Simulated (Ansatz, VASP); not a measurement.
Two plane-wave programs on SnO

File POSCAR:

```
SnO
1.0
    3.7167363005      0.0000000000      0.0000000000
    0.0000000000      3.7167363005      0.0000000000
    0.0000000000      0.0000000000      4.8193471432
Sn O
2 2
Direct
    0.0000000000      0.5000000000      0.2433908458
    0.5000000000      0.0000000000      0.7566091542
    0.5000000000      0.5000000000      0.0000000000
    0.0000000000      0.0000000000      0.0000000000
```

INCAR.step1

```
  ALGO = Normal
  EDIFF = 1E-4
  ENCUT = 520
  GGA = PE
  GGA_COMPAT = F
  ISMEAR = -1
  LASPH = T
  LCHARG = F
  LREAL = F
  LSORBIT = T
  LWAVE = T
  MAGMOM = 0 0 0 0 0 0 0 0 0 0 0 0
  NBANDS = 54
  NELM = 150
  PREC = Accurate
  SIGMA = 0.02
```

The input INCAR.step2:

```
  ALGO = Normal
  EDIFF = 1E-7
  ENCUT = 520
  GGA_COMPAT = F
  ISIF = 2
  ISMEAR = -1
  ISTART = 1
  LASPH = T
  LCHARG = F
  LMIXTAU = T
  LORBIT = 11
  LORBMOM = T
  LREAL = F
  LSORBIT = T
  LWAVE = F
  MAGMOM = 0 0 0 0 0 0 0 0 0 0 0 0
  METAGGA = R2SCAN
  NBANDS = 54
  NELM = 150
  PREC = Accurate
  SIGMA = 0.02
```

File KPOINTS:

```
k-points
0
Gamma
  6 6 6
```

Input for Ansatz:

```yaml
crystal:
  lattice:
    - [3.7167363005, 0.0, 0.0]
    - [0.0, 3.7167363005, 0.0]
    - [0.0, 0.0, 4.8193471432]
  atoms:
    - { symbol: Sn, position: [0.0, 0.5, 0.2433908458] }
    - { symbol: Sn, position: [0.5, 0.0, 0.7566091542] }
    - { symbol: O, position: [0.5, 0.5, 0.0] }
    - { symbol: O, position: [0.0, 0.0, 0.0] }
kpoints:
  mp_grid: { grid: [6, 6, 6] }
  band_path:
    path:
      - [0.0, 0.0, 0.0]
      - [0.0, 0.5, 0.0]
      - [0.5, 0.5, 0.0]
      - [0.0, 0.0, 0.5]
      - [0.0, 0.5, 0.5]
      - [0.5, 0.5, 0.5]
    npoints: 1
hamiltonian:
  xc: r2scan
scf:
  occupations: { method: fermi_dirac, width: 0.02 }
  n_extra_bands: 10
magnetization:
  noncollinear: true
  spin_orbit: true
output:
  forces: true
  stress: true
  eigenvalues: true
```

Change from the starting cell: epitaxial_xy strain -2.0%.

Alike in both runs: task single point; functional r2SCAN; k mesh 6 × 6 × 6; occupations fermi-dirac, width 0.02 eV; non-collinear spin, spin-orbit coupling.

|  | VASP | Ansatz |
| --- | --- | --- |
| version | VASP 6.6.1 | Ansatz 0.2.0 |
| potentials or method | VASP PAW PBE potentials, release 64 (Sn_d, O) | plane waves, PAW |
| plane-wave cutoff (eV) | 520 | 500 |
| valence electrons in the cell | 40 | 40 |

VASP gave:

| Property | Result |
| --- | --- |
| pressure (GPa) | 4.6 |
| traceless stress, the component that is largest in VASP (GPa) | -2.77 |
| rms of the force components (eV/Å) | 0.055 |

Task: Which values does Ansatz return?

Result: Pressure (GPa): 3.9; traceless stress, the component that is largest in VASP (GPa): -2.71; rms of the force components (eV/Å): 0.006.

VASP's potentials were made for PBE, not for r2SCAN. Atom by atom the forces differ by 0.061 eV/Å (rms over components).
